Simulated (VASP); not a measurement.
# Si (P6/mmm) in VASP: notebook

Si is run at these levels: PBE; tasks: single point.

Program: VASP 6.6.1. These are calculated values, not measurements. Logs are shortened: lines on timing, memory, paths and dates and some standing lists are left out, and cuts for length are marked.

**1. The cell of the first run**

It takes space group P6/mmm (No. 191, hexagonal). Conventional cell: a = 2.560 Å, b = 2.560 Å, c = 2.404 Å, α = 90.00°, β = 90.00°, γ = 120.00°. Within 3.2 Å of Si (site symmetry 6/mmm) lie 8 Si at 2.40 to 2.56 Å.

**2. Single point, PBE**

File INCAR:

```
PREC = Accurate
ENCUT = 500
EDIFF = 1E-6
ISMEAR = -1
SIGMA = 0.15
LREAL = False
LASPH = True
NELM = 120
ALGO = Normal
ISIF = 2
LWAVE = False
LCHARG = False
GGA = PE
NBANDS = 8
GGA_COMPAT = False
```

File KPOINTS:

```
regular mesh
0
Gamma
  13 13 12
```

File POSCAR:

```
Si
1.0
    2.5602538135      0.0000000000      0.0000000000
   -1.2801269067      2.2172486973      0.0000000000
    0.0000000000      0.0000000000      2.4042272653
Si
1
Direct
    0.0000000000      0.0000000000      0.0000000000
```

Potentials or basis: VASP PAW PBE potentials, release 64 (Si).

Run with:

```bash
> cat potpaw_PBE.64/Si/POTCAR > POTCAR
> mpirun -np 1 vasp_std > vasp.out
```

OUTCAR:

```text
PREC = Accurate
   ENCUT = 500
   EDIFF = 1E-6
   ISMEAR = -1
   LREAL = False
   LASPH = True
   NELM = 120
   ISIF = 2
   GGA = PE

 ion  position               nearest neighbor table
   1  0.000  0.000  0.000-

  LATTYP: Found a hexagonal cell.
 ALAT       =     2.5602538135
 C/A-ratio  =     0.9390581717

  Lattice vectors:

 A1 = (   2.5602538135,   0.0000000000,   0.0000000000)
 A2 = (  -1.2801269067,   2.2172486973,   0.0000000000)
 A3 = (   0.0000000000,   0.0000000000,   2.4042272653)

Analysis of symmetry for initial positions (statically):
=====================================================================
 Subroutine PRICEL returns:
 Original cell was already a primitive cell.

 Routine SETGRP: Setting up the symmetry group for a
 hexagonal supercell.

 Subroutine GETGRP returns: Found 24 space group operations
 (whereof 24 operations were pure point group operations)
 out of a pool of 24 trial point group operations.

The static configuration has the point symmetry D_6h.

Analysis of symmetry for dynamics (positions and initial velocities):
=====================================================================
 Subroutine PRICEL returns:
 Original cell was already a primitive cell.

 Routine SETGRP: Setting up the symmetry group for a
 hexagonal supercell.

 Subroutine GETGRP returns: Found 24 space group operations
 (whereof 24 operations were pure point group operations)
 out of a pool of 24 trial point group operations.

The dynamic configuration has the point symmetry D_6h.

 Subroutine INISYM returns: Found 24 space group operations
 (whereof 24 operations are pure point group operations),
 and found     1 'primitive' translations

----------------------------------------------------------------------------------------

                                     Primitive cell

  volume of cell :      13.6481

  direct lattice vectors                    reciprocal lattice vectors
     2.560253814  0.000000000  0.000000000     0.390586275  0.225504699  0.000000000
    -1.280126907  2.217248697  0.000000000     0.000000000  0.451009398  0.000000000
     0.000000000  0.000000000  2.404227265     0.000000000  0.000000000  0.415934057

  length of vectors
     2.560253814  2.560257152  2.404227265     0.451009986  0.451009398  0.415934057

  position of ions in fractional coordinates (direct lattice)
     0.000000000  0.000000000  0.000000000

  ion indices of the primitive-cell ions
   primitive index   ion index
                 1           1

----------------------------------------------------------------------------------------

 KPOINTS: regular mesh

Automatic generation of k-mesh.
 Grid dimensions read from file:
 generate k-points for:   13   13   12

 Generating k-lattice:

  Cartesian coordinates                     Fractional coordinates (reciprocal lattice)
     0.030045098  0.017346515  0.000000000     0.076923077 -0.000000000  0.000000000
     0.000000000  0.034693031  0.000000000     0.000000000  0.076923077  0.000000000
     0.000000000  0.000000000  0.034661171     0.000000000  0.000000000  0.083333333

  Length of vectors
     0.034693076  0.034693031  0.034661171

  Shift w.r.t. Gamma in fractional coordinates (k-lattice)
     0.000000000  0.000000000  0.000000000

 Subroutine IBZKPT returns following result:
 ===========================================

 Found    147 irreducible k-points:

 Following reciprocal coordinates:
            Coordinates               Weight
  0.000000  0.000000  0.000000      1.000000
  0.076923  0.000000  0.000000      6.000000
  0.153846  0.000000  0.000000      6.000000
  0.230769  0.000000  0.000000      6.000000
  0.307692  0.000000  0.000000      6.000000
  0.384615  0.000000  0.000000      6.000000
[... 16 lines left out ...]
  0.076923  0.000000  0.083333     12.000000
  0.153846  0.000000  0.083333     12.000000
 [... further k-points ...]
   k-points           NKPTS =    147   k-points in BZ     NKDIM =    147   number of bands    NBANDS=      8
   number of dos      NEDOS =    301   number of ions     NIONS =      1
   total plane-waves  NPLWV =   7200
   dimension x,y,z NGX =    20 NGY =   20 NGZ =   18
   dimension x,y,z NGXF=    40 NGYF=   40 NGZF=   36
   ions per type =               1
   NGX,Y,Z   is equivalent  to a cutoff of  12.99, 12.99, 12.45 a.u.
   NGXF,Y,Z  is equivalent  to a cutoff of  25.97, 25.97, 24.89 a.u.
 SYSTEM =  unknown system
   PREC   = accura    normal or accurate (medium, high low for compatibility)
   ISTART =      0    job   : 0-new  1-cont  2-samecut
   ICHARG =      2    charge: 1-file 2-atom 10-const
   ISPIN  =      1    spin polarized calculation?
   LNONCOLLINEAR =      F non collinear calculations
   LSORBIT =      F    spin-orbit coupling
   LASPH  =      T    aspherical Exc in radial PAW
   ENCUT  =  500.0 eV  36.75 Ry    6.06 a.u.   4.67  4.67  4.38*2*pi/ulx,y,z
   NELM   =    120;   NELMIN=  2; NELMDL= -5     # of ELM steps
   EDIFF  = 0.1E-05   stopping-criterion for ELM
   LREAL  =      F    real-space projection
   EDIFFG = 0.1E-04   stopping-criterion for IOM
   NSW    =      0    number of steps for IOM
   IBRION =     -1    ionic relax: 0-MD 1-quasi-New 2-CG
   NFREE  =      0    steps in history (QN), initial steepest desc. (CG)
   ISIF   =      2    stress and relaxation
   ISYM   =      2    0-nonsym 1-usesym 2-fastsym
   POTIM  = 0.5000    time-step for ionic-motion
   TEBEG  =    0.0;   TEEND  =   0.0 temperature during run
   PSTRESS=    0.0 pullay stress
   NELECT =       4.0000    total number of electrons
   NUPDOWN=      -1.0000    fix difference up-down
   EMIN   =  10.00;   EMAX   =-10.00  energy-range for DOS
   EFERMI =   0.00;   METHOD = LEGACY
   ISMEAR =    -1;   SIGMA  =   0.15  broadening in eV -4-tet -1-fermi 0-gaus
   EFERMI_NEDOS =   21; number of points for ismear=-14 and -15
   IALGO  =     38    algorithm
   IMIX   =      4    mixing-type and parameters
     AMIX     =   0.40;   BMIX     =  1.00
     AMIX_MAG =   1.60;   BMIX_MAG =  1.00
  volume/ion in A,a.u.               =      13.65        92.10
  Fermi-wavevector in a.u.,A,eV,Ry     =   1.087436  2.054957 16.089132  1.182518
  Thomas-Fermi vector in A             =   2.223596
   LORBIT       =      0    0 simple, 1 ext, 2 COOP (PROOUT), +10 PAW based schemes
   GGA     = PE    functional components
   LHFCALC =     F    Hartree Fock is set to
   AEXX    =    0.0000 exact exchange contribution
   IVDW    =     0    specifies the selected vdW correction
   LEPSILON=     F    determine dielectric tensor
   LRPA    =     F    only Hartree local field effects (RPA)
 non-spin polarized calculation
  energy-cutoff  :      500.00
  volume of cell :       13.65
 maximum number of plane-waves:       358
 NGX is ok and might be reduce to    20
   NGX =  9   NGY =  9   NGZ =  9

 number of electron       4.0000000 magnetization

 Free energy of the ion-electron system (eV)
  ---------------------------------------------------
  ext. energy  EPLUGINS =         0.00000000
  ---------------------------------------------------
  free energy    TOTEN  =        -5.07460733 eV

  energy without entropy =       -5.04610267  energy(sigma->0) =       -5.06035500

 E-fermi :  10.6691     XC(G=0): -11.3639

 val. band max:       10.6424059178   @ k =   0.3846   0.2308   0.3333
 cond. band min:      10.7578999528   @ k =   0.3077   0.2308   0.3333
 fundamental gap:      0.1154940350
 Fermi energy:        10.6691197998

 k-point     1 :       0.0000    0.0000    0.0000
  band No.  band energies     occupation
      1      -4.1445      2.00000
      2      18.2279      0.00000
      3      19.2583      0.00000
      4      21.7935      0.00000
      5      21.7935      0.00000
      6      23.2013      0.00000
      7      23.2013      0.00000
      8      28.7237      0.00000

 k-point     2 :       0.0769    0.0000    0.0000
  band No.  band energies     occupation
      1      -3.9701      2.00000
      2      17.6376      0.00000
      3      19.4040      0.00000
      4      20.3751      0.00000
      5      20.5712      0.00000
      6      23.4841      0.00000
      7      24.7233      0.00000
      8      30.4758      0.00000

 k-point     3 :       0.1538    0.0000    0.0000
  band No.  band energies     occupation
      1      -3.4478      2.00000
      2      15.3899      0.00000
      3      19.1300      0.00000
      4      19.1854      0.00000
      5      19.8407      0.00000
      6      23.6773      0.00000
      7      27.0589      0.00000
      8      32.7947      0.00000

 k-point     4 :       0.2308    0.0000    0.0000
  band No.  band energies     occupation
      1      -2.5809      2.00000
      2      12.4015      0.00002
      3      17.9514      0.00000
      4      18.5042      0.00000
      5      20.5661      0.00000
      6      24.1974      0.00000
      7      29.7070      0.00000
      8      33.3127      0.00000

 k-point     5 :       0.3077    0.0000    0.0000
  band No.  band energies     occupation
      1      -1.3748      2.00000
      2       9.4459      1.99943
      3      17.0633      0.00000
      4      17.9223      0.00000
      5      21.5736      0.00000
      6      25.1787      0.00000
      7      30.9258      0.00000
      8      32.5873      0.00000
[... 177 lines left out ...]
 k-point    22 :       0.0000    0.0000    0.0833
  band No.  band energies     occupation
      1      -3.9727      2.00000
      2      15.4825      0.00000
      3      21.9264      0.00000
      4      21.9264      0.00000
      5      21.9275      0.00000
      6      23.3401      0.00000
      7      23.3401      0.00000
      8      28.8914      0.00000

 k-point    23 :       0.0769    0.0000    0.0833
  band No.  band energies     occupation
      1      -3.7984      2.00000
      2      15.4917      0.00000
      3      19.6397      0.00000
      4      20.7091      0.00000
      5      22.0408      0.00000
      6      23.9847      0.00000
      7      24.8558      0.00000
      8      30.6405      0.00000

 k-point    24 :       0.1538    0.0000    0.0833
  band No.  band energies     occupation
      1      -3.2765      2.00000
      2      14.9322      0.00000
      3      17.3414      0.00000
      4      19.2708      0.00000
      5      21.2593      0.00000
      6      24.9133      0.00000
      7      27.1836      0.00000
      8      32.5866      0.00000

 [... further k-points ...]

------------------------ aborting loop because EDIFF is reached ----------------------------------------

  FORCE on cell =-STRESS in cart. coord.  units (eV):
  Direction    XX          YY          ZZ          XY          YZ          ZX
  --------------------------------------------------------------------------------------
  -------------------------------------------------------------------------------------
  Total        1.0143722      1.0143757      1.4255035      0.0000000      0.0000000      0.0000000
  in kB      119.0789401    119.0793541    167.3423767      0.0000000      0.0000000      0.0000000
  external PRESSURE =     135.1668903 kB  Pullay stress =       0.0000000 kB

 VOLUME and BASIS-vectors are now :
 -----------------------------------------------------------------------------
  energy-cutoff  :      500.00
  volume of cell :       13.65
      direct lattice vectors                 reciprocal lattice vectors
     2.560253814  0.000000000  0.000000000     0.390586275  0.225504699  0.000000000
    -1.280126907  2.217248697  0.000000000     0.000000000  0.451009398  0.000000000
     0.000000000  0.000000000  2.404227265     0.000000000  0.000000000  0.415934057

 POSITION                                       TOTAL-FORCE (eV/Angst)
 -----------------------------------------------------------------------------------
      0.00000      0.00000      0.00000         0.000000      0.000000      0.000000
 -----------------------------------------------------------------------------------
    total drift:                               -0.000000     -0.000000      0.000000

  FREE ENERGIE OF THE ION-ELECTRON SYSTEM (eV)
  ---------------------------------------------------
  free  energy   TOTEN  =        -5.0746073257 eV

  energy  without entropy=       -5.0461026703  energy(sigma->0) =       -5.06035500
```

Run time: 4.2 s. Hardware: 1 thread of Intel Xeon 6975P-C (Granite Rapids), shared host; peak memory 0.12 GiB.

What came out:

* Free energy: -5.0746 eV
* Pressure: 13.5 GPa
* Band gap on the k mesh: zero (band 2 reaches 18.23 eV, above the bottom of band 3 at 6.47 eV)

Stress tensor (GPa, compression positive):
```
11.91  0.00  0.00
 0.00 11.91  0.00
 0.00  0.00 16.73
```

Levels at points of the mesh, in eV from the Fermi level:
| k point | band 1 | band 2 | band 3 | band 4 | band 5 |
| --- | --- | --- | --- | --- | --- |
| (0.00, 0.00, 0.00) | -14.81 | 7.56 | 8.59 | 11.12 | 11.12 |
| (0.00, 0.00, 0.50) | -9.51 | -7.74 | 15.18 | 15.18 | 15.48 |

**3. Single point, PBE**

This run uses another cell than the first one, of 14.17 Å³/atom, 1.038 times its volume.

File INCAR:

```
  PREC = Accurate
  ENCUT = 500
  EDIFF = 1E-6
  ISMEAR = -1
  SIGMA = 0.15
  LREAL = False
  LASPH = True
  NELM = 120
  ALGO = Normal
  ISIF = 2
  LWAVE = False
  LCHARG = False
  GGA = PE
  NBANDS = 8
  GGA_COMPAT = False
```

KPOINTS is that of step 2.

File POSCAR:

```
Si
1.0
    2.5926655304      0.0000000000      0.0000000000
   -1.2963327652      2.2453181163      0.0000000000
    0.0000000000      0.0000000000      2.4346637529
Si
1
Direct
    0.0000000000      0.0000000000      0.0000000000
```

Potentials or basis: VASP PAW PBE potentials, release 64 (Si).

Run with:

```bash
> cat potpaw_PBE.64/Si/POTCAR > POTCAR
> mpirun -np 1 vasp_std > vasp.out
```

OUTCAR:

```text
PREC = Accurate
   ENCUT = 500
   EDIFF = 1E-6
   ISMEAR = -1
   LREAL = False
   LASPH = True
   NELM = 120
   ISIF = 2
   GGA = PE

 ion  position               nearest neighbor table
   1  0.000  0.000  0.000-

  LATTYP: Found a hexagonal cell.
 ALAT       =     2.5926655304
 C/A-ratio  =     0.9390581717

  Lattice vectors:

 A1 = (   2.5926655304,   0.0000000000,   0.0000000000)
 A2 = (  -1.2963327652,   2.2453181163,   0.0000000000)
 A3 = (   0.0000000000,   0.0000000000,   2.4346637529)

Analysis of symmetry for initial positions (statically):
=====================================================================
 Subroutine PRICEL returns:
 Original cell was already a primitive cell.

 Routine SETGRP: Setting up the symmetry group for a
 hexagonal supercell.

 Subroutine GETGRP returns: Found 24 space group operations
 (whereof 24 operations were pure point group operations)
 out of a pool of 24 trial point group operations.

The static configuration has the point symmetry D_6h.
[... 158 lines left out ...]

 E-fermi :  10.1531     XC(G=0): -11.2091

 val. band max:       10.1047538394   @ k =   0.2308   0.1538   0.2500
 cond. band min:      10.1566183940   @ k =   0.3846   0.2308   0.3333
 fundamental gap:      0.0518645545
 Fermi energy:        10.1530523229

 k-point     1 :       0.0000    0.0000    0.0000
  band No.  band energies     occupation
      1      -4.3052      2.00000
      2      17.6913      0.00000
      3      18.4694      0.00000
      4      20.8549      0.00000
      5      20.8549      0.00000
      6      22.5385      0.00000
      7      22.5385      0.00000
      8      27.9740      0.00000
[... 243 lines left out ...]
 k-point    24 :       0.1538    0.0000    0.0833
  band No.  band energies     occupation
      1      -3.4595      2.00000
      2      14.3488      0.00000
      3      16.6725      0.00000
      4      18.4996      0.00000
      5      20.5547      0.00000
      6      24.0586      0.00000
      7      26.3215      0.00000
      8      31.4883      0.00000

 [... further k-points ...]

------------------------ aborting loop because EDIFF is reached ----------------------------------------

  FORCE on cell =-STRESS in cart. coord.  units (eV):
  Direction    XX          YY          ZZ          XY          YZ          ZX
  --------------------------------------------------------------------------------------
  -------------------------------------------------------------------------------------
  Total        0.5846690      0.5846710      0.8999202      0.0000000     -0.0000000      0.0000000
  in kB       66.0932779     66.0935077    101.7305061      0.0000000     -0.0000000      0.0000000
  external PRESSURE =      77.9724306 kB  Pullay stress =       0.0000000 kB

 VOLUME and BASIS-vectors are now :
 -----------------------------------------------------------------------------
  energy-cutoff  :      500.00
  volume of cell :       14.17
      direct lattice vectors                 reciprocal lattice vectors
     2.592665530  0.000000000  0.000000000     0.385703435  0.222685595  0.000000000
    -1.296332765  2.245318116  0.000000000     0.000000000  0.445371189  0.000000000
     0.000000000  0.000000000  2.434663753     0.000000000  0.000000000  0.410734336

 POSITION                                       TOTAL-FORCE (eV/Angst)
 -----------------------------------------------------------------------------------
      0.00000      0.00000      0.00000         0.000000      0.000000      0.000000
 -----------------------------------------------------------------------------------
    total drift:                               -0.000000     -0.000000      0.000000

  FREE ENERGIE OF THE ION-ELECTRON SYSTEM (eV)
  ---------------------------------------------------
  free  energy   TOTEN  =        -5.1092708381 eV

  energy  without entropy=       -5.0804074535  energy(sigma->0) =       -5.09483915
```

OSZICAR:

```text
N       E                     dE             d eps       ncg     rms          rms(c)
DAV:   1    -0.248502587354E+01   -0.24850E+01   -0.18777E+03  2568   0.378E+02
DAV:   2    -0.510315624007E+01   -0.26181E+01   -0.25076E+01  3384   0.307E+01
DAV:   3    -0.511761221328E+01   -0.14456E-01   -0.14443E-01  2752   0.242E+00
DAV:   4    -0.511762763098E+01   -0.15418E-04   -0.15418E-04  3744   0.817E-02
DAV:   5    -0.511762763569E+01   -0.47150E-08   -0.55103E-08  2784   0.909E-04    0.319E+00
DAV:   6    -0.511254641073E+01    0.50812E-02   -0.21836E-03  2888   0.226E-01    0.183E+00
DAV:   7    -0.510928893936E+01    0.32575E-02   -0.49028E-03  2720   0.354E-01    0.168E-01
DAV:   8    -0.510927521345E+01    0.13726E-04   -0.23280E-04  3032   0.849E-02    0.418E-02
DAV:   9    -0.510927104684E+01    0.41666E-05   -0.14207E-05  3160   0.214E-02    0.152E-02
DAV:  10    -0.510927083814E+01    0.20870E-06   -0.70482E-07  2168   0.573E-03
   1 F= -.51092708E+01 E0= -.50948391E+01  d E =-.288634E-01
```

Run time: 4.3 s. Hardware: 1 thread of Intel Xeon 6975P-C (Granite Rapids), shared host; peak memory 0.12 GiB.

Results:

- Free energy: -5.1093 eV
- Pressure: 7.8 GPa
- Band gap on the k mesh: zero (band 2 reaches 17.69 eV, above the bottom of band 3 at 6.13 eV)

Stress tensor (GPa, compression positive):
```
 6.61  0.00  0.00
 0.00  6.61  0.00
 0.00  0.00 10.17
```
